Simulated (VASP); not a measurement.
# H3C2N in VASP: notebook

The runs below take H3C2N through single point, with PBE+D3(BJ).

Everything below comes from runs of VASP 6.6.1. Logs are shortened: lines on timing, memory, paths and dates and some standing lists are left out, and cuts for length are marked.

## 1. The cell of the first run

The cell holds a disordered packing, 36 atoms: a = 8.052 Å, b = 8.052 Å, c = 8.052 Å, α = 90.00°, β = 90.00°, γ = 90.00°.

## 2. Single point, PBE+D3(BJ)

Contents of INCAR:

```
SYSTEM = H3C2N
PREC     = Accurate       ! precision mode
ENCUT    = 1000           ! plane-wave cutoff, eV
EDIFF    = 1E-6           ! SCF threshold, eV
ISMEAR   = -1             ! smearing method
SIGMA    = 0.02           ! smearing width, eV
LREAL    = Auto         
LASPH    = .True.         ! aspherical terms in the spheres
NELM     = 120            ! most SCF steps
ALGO     = Normal         ! electronic algorithm
ISIF     = 2              ! what is computed and relaxed
LWAVE    = .False.        ! write WAVECAR
LCHARG   = .True.         ! write CHGCAR
GGA      = PE             ! functional
IVDW     = 12             ! dispersion correction
LELF     = .True.         ! ELF
LVHAR    = .True.       
NBANDS   = 72             ! bands
GGA_COMPAT= .False.
```

Contents of KPOINTS:

```
regular mesh
0
Gamma
  1 1 1
  0 0 0
```

Contents of POSCAR:

```
H3C2N
1.0
    8.0517480000      0.0000000000      0.0000000000
    0.0000000000      8.0517480000      0.0000000000
    0.0000000000      0.0000000000      8.0517480000
C N H
12 6 18
Direct
    0.3340268473      0.4806782329      0.3671873486
    0.2360481227      0.5292018578      0.5087094132
    0.9577175043      0.8371101530      0.9064739731
    0.9134910829      0.7837428593      1.0740028128
    0.5871644269      0.9549479194      0.3568666083
    0.6206354198      1.0956254468      0.2363834536
    0.4936567811      0.5343932771      0.9206448091
    0.4158848489      0.6726365505      1.0027015252
    0.0614524945      0.1293135354      0.2323470630
    0.0265408207      0.0761449563      0.3993915359
    0.7961004244      0.4636384547      0.5746826652
    0.6588507241      0.3514888941      0.5938958845
    0.1513335986      0.5624368771      0.6241253452
    0.8850127947      0.7468192000      1.2091535900
    0.6274041363      1.2124075418      0.1526500829
    0.3479120310      0.7881890988      1.0542679677
   -0.0259695162      0.0403887454      0.5321204787
    0.5511474030      0.2610489052      0.6261249110
    0.4551061459      0.5421555667      0.3715963291
    0.3497998199      0.3461732782      0.3701680679
    0.2682771493      0.5147826286      0.2524544981
    1.0667745687      0.9207069074      0.9231411614
    0.9968642834      0.7414911644      0.8255474463
    0.8581118038      0.9140872268      0.8562612739
    0.4987240038      0.8678860789      0.2954141138
    0.6944330598      0.8740834909      0.3833825897
    0.5440309359      1.0133700161      0.4652530109
    0.4849009184      0.5540536043      0.7894434848
    0.6260007144      0.5302947882      0.9503278046
    0.4526470525      0.4224300115      0.9681251823
    0.0795106851      0.2621169962      0.2183252630
    0.1760238895      0.0744931411      0.1835129465
   -0.0523116223      0.0938429767      0.1530971908
    0.7760302483      0.5741486197      0.6434006628
    0.9094174333      0.4096998565      0.6099420896
    0.8205299023      0.4925638507      0.4391592981
```

Potentials or basis: VASP PAW PBE potentials, release 64 (C_h, N_h, H_h).

Started as:

```
$ cat potpaw_PBE.64/C_h/POTCAR potpaw_PBE.64/N_h/POTCAR potpaw_PBE.64/H_h/POTCAR > POTCAR
$ mpirun -np 1 vasp_gam > vasp.out
```

OUTCAR:

```text
SYSTEM = H3C2N
   PREC = Accurate
   ENCUT = 1000
   EDIFF = 1E-6
   ISMEAR = -1
   LREAL = Auto
   LASPH = .True.
   NELM = 120
   ISIF = 2
   GGA = PE
   IVDW = 12
 IVDW          = 12

 ion  position               nearest neighbor table
   1  0.334  0.481  0.367-  20 1.09  19 1.09  21 1.10   2 1.44
   2  0.236  0.529  0.509-  13 1.18   1 1.44
   3  0.958  0.837  0.906-  23 1.06  24 1.09  22 1.11   4 1.46
   4  0.913  0.784  0.074-  14 1.15   3 1.46
   5  0.587  0.955  0.357-  27 1.05  26 1.10  25 1.12   6 1.52
   6  0.621  0.096  0.236-  15 1.16   5 1.52
   7  0.494  0.534  0.921-  30 1.03  28 1.07  29 1.09   8 1.44
   8  0.416  0.673  0.003-  16 1.16   7 1.44
   9  0.061  0.129  0.232-  31 1.09  32 1.10  33 1.15  10 1.44
  10  0.027  0.076  0.399-  17 1.18   9 1.44
  11  0.796  0.464  0.575-  35 1.05  34 1.06  36 1.13  12 1.44
  12  0.659  0.351  0.594-  18 1.16  11 1.44
  13  0.151  0.562  0.624-   2 1.18
  14  0.885  0.747  0.209-   4 1.15
  15  0.627  0.212  0.153-   6 1.16
  16  0.348  0.788  0.054-   8 1.16
  17  0.974  0.040  0.532-  10 1.18
[... 17 lines left out ...]
  35  0.909  0.410  0.610-  11 1.05
  36  0.821  0.493  0.439-  11 1.13

  LATTYP: Found a simple cubic cell.
 ALAT       =     8.0517480000

  Lattice vectors:

 A1 = (   8.0517480000,   0.0000000000,   0.0000000000)
 A2 = (   0.0000000000,   8.0517480000,   0.0000000000)
 A3 = (   0.0000000000,   0.0000000000,   8.0517480000)

Analysis of symmetry for initial positions (statically):
=====================================================================
 Subroutine PRICEL returns:
 Original cell was already a primitive cell.

 Routine SETGRP: Setting up the symmetry group for a
 simple cubic supercell.

 Subroutine GETGRP returns: Found  1 space group operations
 (whereof  1 operations were pure point group operations)
 out of a pool of 48 trial point group operations.

The static configuration has the point symmetry C_1 .

Analysis of symmetry for dynamics (positions and initial velocities):
=====================================================================
 Subroutine PRICEL returns:
 Original cell was already a primitive cell.

 Routine SETGRP: Setting up the symmetry group for a
 simple cubic supercell.

 Subroutine GETGRP returns: Found  1 space group operations
 (whereof  1 operations were pure point group operations)
 out of a pool of 48 trial point group operations.

The dynamic configuration has the point symmetry C_1 .

 Subroutine INISYM returns: Found  1 space group operations
 (whereof  1 operations are pure point group operations),
 and found     1 'primitive' translations
[... 145 lines left out ...]
   ISIF   =      2    stress and relaxation
   ISYM   =      2    0-nonsym 1-usesym 2-fastsym
   POTIM  = 0.5000    time-step for ionic-motion
   TEBEG  =    0.0;   TEEND  =   0.0 temperature during run
   PSTRESS=    0.0 pullay stress
   NELECT =      96.0000    total number of electrons
   NUPDOWN=      -1.0000    fix difference up-down
   EMIN   =  10.00;   EMAX   =-10.00  energy-range for DOS
   EFERMI =   0.00;   METHOD = LEGACY
   ISMEAR =    -1;   SIGMA  =   0.02  broadening in eV -4-tet -1-fermi 0-gaus
   EFERMI_NEDOS =   21; number of points for ismear=-14 and -15
   IALGO  =     38    algorithm
   IMIX   =      4    mixing-type and parameters
     AMIX     =   0.40;   BMIX     =  1.00
     AMIX_MAG =   1.60;   BMIX_MAG =  1.00
  volume/ion in A,a.u.               =      14.50        97.85
  Fermi-wavevector in a.u.,A,eV,Ry     =   0.930983  1.759303 11.792568  0.866729
  Thomas-Fermi vector in A             =   2.057429
   LORBIT       =      0    0 simple, 1 ext, 2 COOP (PROOUT), +10 PAW based schemes
   GGA     = PE    functional components
   LHFCALC =     F    Hartree Fock is set to
   AEXX    =    0.0000 exact exchange contribution
   IVDW    =    12    specifies the selected vdW correction
   LEPSILON=     F    determine dielectric tensor
   LRPA    =     F    only Hartree local field effects (RPA)
 non-spin polarized calculation
  energy-cutoff  :     1000.00
  volume of cell :      522.00
 maximum number of plane-waves:     18765
 NGX is ok and might be reduce to    84
   NGX = 41   NGY = 41   NGZ = 41

 number of electron      96.0000000 magnetization

 Free energy of the ion-electron system (eV)
  ---------------------------------------------------
  ext. energy  EPLUGINS =         0.00000000
  ---------------------------------------------------
  free energy    TOTEN  =      -220.87425623 eV

  energy without entropy =     -220.87425623  energy(sigma->0) =     -220.87425623

 E-fermi :  -3.8831     XC(G=0):  -6.2003

 val. band max:       -4.3935945009   @ k =   0.0000   0.0000   0.0000
 cond. band min:       1.8695743133   @ k =   0.0000   0.0000   0.0000
 fundamental gap:      6.2631688142
 Fermi energy:        -3.8830843865

 k-point     1 :       0.0000    0.0000    0.0000
  band No.  band energies     occupation
      1     -19.5410      2.00000
      2     -19.4476      2.00000
      3     -19.3664      2.00000
      4     -19.2767      2.00000
      5     -19.2456      2.00000
      6     -18.9745      2.00000
[... 52 lines left out ...]
     59       3.1718      0.00000
     60       3.2114      0.00000
 [bands above 60 left out]

------------------------ aborting loop because EDIFF is reached ----------------------------------------

 Edisp (eV)   -1.64186

 E8    (eV) :    -0.3962

  FORCE on cell =-STRESS in cart. coord.  units (eV):
  Direction    XX          YY          ZZ          XY          YZ          ZX
  --------------------------------------------------------------------------------------
  -------------------------------------------------------------------------------------
  Total       1.27953     3.72876    -0.73019    -1.15787     2.71666     0.73121
  in kB       3.92727    11.44470    -2.24119    -3.55386     8.33825     2.24431
  external pressure =        4.38 kB  Pullay stress =        0.00 kB

 VOLUME and BASIS-vectors are now :
 -----------------------------------------------------------------------------
  energy-cutoff  :     1000.00
  volume of cell :      522.00
      direct lattice vectors                 reciprocal lattice vectors
     8.051748000  0.000000000  0.000000000     0.124196634  0.000000000  0.000000000
     0.000000000  8.051748000  0.000000000     0.000000000  0.124196634  0.000000000
     0.000000000  0.000000000  8.051748000     0.000000000  0.000000000  0.124196634

 POSITION                                       TOTAL-FORCE (eV/Angst)
 -----------------------------------------------------------------------------------
      2.68950      3.87030      2.95650        -0.277378      0.063538     -0.136021
      1.90060      4.26100      4.09600        -1.593437      0.517298      2.024321
      7.71130      6.74020      7.29870         0.181168      1.664991      1.559894
      7.35520      6.31050      0.59585         0.474234      0.075683     -1.667610
      4.72770      7.68900      2.87340         0.674514     -0.251466     -2.656592
      4.99720      0.76995      1.90330        -0.400892     -1.806818      1.489933
[... 28 lines left out ...]
      7.32240      3.29880      4.91110         1.331040     -0.858998      0.870533
      6.60670      3.96600      3.53600        -0.513611      0.120163      0.847715
 -----------------------------------------------------------------------------------
    total drift:                               -0.000402     -0.005672     -0.002481

  FREE ENERGIE OF THE ION-ELECTRON SYSTEM (eV)
  ---------------------------------------------------
  free  energy   TOTEN  =      -222.5161134619 eV

  energy  without entropy=     -222.5161134619  energy(sigma->0) =     -222.51611346
```

Run time: 4.1 min. Hardware: 1 thread of Intel Xeon Platinum 8375C at 2.90GHz (Ice Lake), shared host; peak memory 1 GiB.

What came out:

* Free energy: -222.5161 eV
* Pressure: 0.4 GPa
* Largest force: 2.752 eV/Å
* Band gap on the k mesh: 6.26 eV
* Dispersion energy per atom: -0.046 eV

Forces in eV/Å, atoms in the order of the input:
```
C   -0.277  0.064 -0.136
C   -1.593  0.517  2.024
C    0.181  1.665  1.560
C    0.474  0.076 -1.668
C    0.675 -0.251 -2.657
C   -0.401 -1.807  1.490
C    1.427  1.949  0.305
C    0.059 -0.052 -0.430
C   -0.786 -0.584 -1.177
C   -1.271 -0.194  2.359
C   -0.642 -0.135 -2.518
C    0.043 -0.339  0.425
N    1.536 -0.390 -1.723
N   -0.340 -0.584  1.181
N    0.207  0.365 -0.350
N   -0.299  0.496  0.447
N    1.110  0.507 -2.020
N   -0.155 -0.042 -0.202
H    0.102 -0.065 -0.148
H    0.256 -0.164  0.016
H    0.098  0.132  0.053
H   -0.280 -0.267 -0.208
H    0.180 -1.151 -0.808
H   -0.160 -0.069 -0.311
H   -0.086  0.665  0.333
H    0.220  0.636 -0.140
H   -0.778  0.464  1.456
H   -0.444 -0.345 -0.805
H    0.334  0.246  0.148
H   -1.134 -2.192  0.325
H   -0.202  0.485  0.333
H   -0.097 -0.414 -0.088
H    1.354  0.368  0.705
H   -0.127  1.148  0.511
H    1.331 -0.859  0.871
H   -0.514  0.120  0.848
```

Stress tensor (GPa, compression positive):
```
 0.39 -0.36  0.22
-0.36  1.14  0.83
 0.22  0.83 -0.22
```

Levels at points of the mesh, in eV from the valence-band top:
```tsv
k point	band 46	band 47	band 48	band 49	band 50	band 51
(0.00, 0.00, 0.00)	-0.20	-0.10	0.00	6.26	6.77	6.83
```

Caveat: the k points lie up to 0.78 Å⁻¹ apart.

## 3. Single point, PBE+D3(BJ)

Contents of INCAR:

```
SYSTEM = H3C2N
PREC = Accurate
ENCUT = 1000
EDIFF = 1E-6
ISMEAR = -1
SIGMA = 0.02
LREAL = Auto
LASPH = .True.
NELM = 120
ALGO = Normal
ISIF = 2
LWAVE = .False.
LCHARG = .False.
GGA = PE
IVDW = 12
NBANDS = 72
GGA_COMPAT = .False.
```

Contents of KPOINTS:

```
Automatic mesh
0
Gamma
  1 1 1
  0 0 0
```

Contents of POSCAR:

```
H3C2N
1.0
    8.0517480000      0.0000000000      0.0000000000
    0.0000000000      8.0517480000      0.0000000000
    0.0000000000      0.0000000000      8.0517480000
C N H
12 6 18
Direct
    0.3406341083      0.4704444302      0.3788618322
    0.2356010148      0.5120503026      0.5144348780
    0.9510357254      0.8166425477      0.8932470316
    0.9333998034      0.7588041752      1.0649861372
    0.5957215750      0.9516567086      0.3604683107
    0.6058311810      1.1035616117      0.2594219293
    0.5165586404      0.5578788606      0.8993575060
    0.4212253041      0.6842365161      0.9829418407
    0.0324277412      0.1285186769      0.2263980443
   -0.0083460138      0.0925761710      0.4017512719
    0.8226288254      0.4545845200      0.5679760469
    0.6758532433      0.3565933757      0.5858852016
    0.1472723687      0.5553079903      0.6210328490
    0.9169810083      0.7109387924      1.2025711684
    0.6390537806      1.1990067250      0.1564380803
    0.3660447396      0.7841402885      1.0686375182
   -0.0102338026      0.0741950692      0.5452108039
    0.5612197500      0.2743006860      0.6145994634
    0.4696992504      0.5090944227      0.4090912930
    0.3543950953      0.3378148447      0.3746764057
    0.2979601448      0.5331140518      0.2638681688
    1.0407181149      0.9139009318      0.8582235808
    0.9809671142      0.7150621207      0.8076631310
    0.8231007727      0.8741455893      0.8559135234
    0.4794114272      0.8823798261      0.3216568626
    0.7043812101      0.8710282537      0.3198560114
    0.6092341688      0.9785080209      0.4933959682
    0.4941659873      0.5649953277      0.7639334962
    0.6490764490      0.5729190730      0.9187818595
    0.4875835657      0.4338933608      0.9360700310
    0.0895581928      0.2610861641      0.2190704428
    0.1298848399      0.0401279325      0.1971869959
   -0.0841183803      0.1229049891      0.1509361694
    0.8205547417      0.5496570434      0.6620425776
    0.9380571771      0.3763158012      0.5867545780
    0.8366630451      0.5136151802      0.4378676531
```

Potentials or basis: VASP PAW PBE potentials, release 64 (C_h, N_h, H_h).

Started as:

```
$ cat potpaw_PBE.64/C_h/POTCAR potpaw_PBE.64/N_h/POTCAR potpaw_PBE.64/H_h/POTCAR > POTCAR
$ mpirun -np 1 vasp_gam > vasp.out
```

Wall time 1.9 min (1 thread of AMD EPYC 9R45 (Zen 5), shared host); peak memory 0.99 GiB.

Results (log left out):

```
Free energy                : -222.3296 eV
Pressure                   : -0.7 GPa
Largest force              : 2.200 eV/Å
Band gap on the k mesh     : 6.09 eV
Dispersion energy per atom : -0.046 eV
```

Forces on the atoms (eV/Å):
```
C    0.912  0.682 -0.253
C   -0.927  0.828  1.041
C   -2.024  0.678 -0.530
C    0.480 -0.161  0.946
C    0.026 -0.500 -0.933
C    0.497 -1.254  0.057
C   -0.178  0.645 -1.387
C    1.196 -1.120 -0.200
C   -0.326  1.474  0.855
C    0.846  0.547 -0.219
C    1.118 -0.173 -1.752
C    0.148 -0.383  0.121
N    0.823 -0.175 -0.303
N    0.098  0.517 -1.762
N   -0.361  0.622  0.032
N   -1.029  1.172  0.677
N   -0.386 -0.185 -0.201
N   -0.365 -0.282  0.002
H   -0.424  0.229 -0.271
H   -0.181 -0.812 -0.507
H    0.130 -0.413  0.236
H    0.127 -0.031  0.836
H   -0.095 -0.248  0.104
H    1.457 -0.787  0.329
H    0.740  0.564  0.634
H   -0.755  0.586  0.326
H   -0.346 -0.037 -0.099
H   -0.029 -0.031  0.303
H    0.360  0.291  0.276
H   -0.451 -0.888  0.445
H   -0.840 -1.554  0.080
H    0.091 -0.311 -0.654
H    0.910 -0.045  0.112
H    0.149  0.575  0.268
H   -1.083  0.498 -0.017
H   -0.305 -0.515  1.407
```

Stress tensor (GPa, compression positive):
```
-0.57  0.43 -0.29
 0.43 -0.05  1.58
-0.29  1.58 -1.52
```

Levels at points of the mesh, in eV from the valence-band top:
```csv
k point,band 44,band 45,band 46,band 47,band 48,band 49,band 50,band 51,band 52,band 53
"(0.00, 0.00, 0.00)",-0.42,-0.38,-0.26,-0.17,0.00,6.09,6.44,6.63,6.78,6.80
```

Caveat: the k points lie up to 0.78 Å⁻¹ apart.
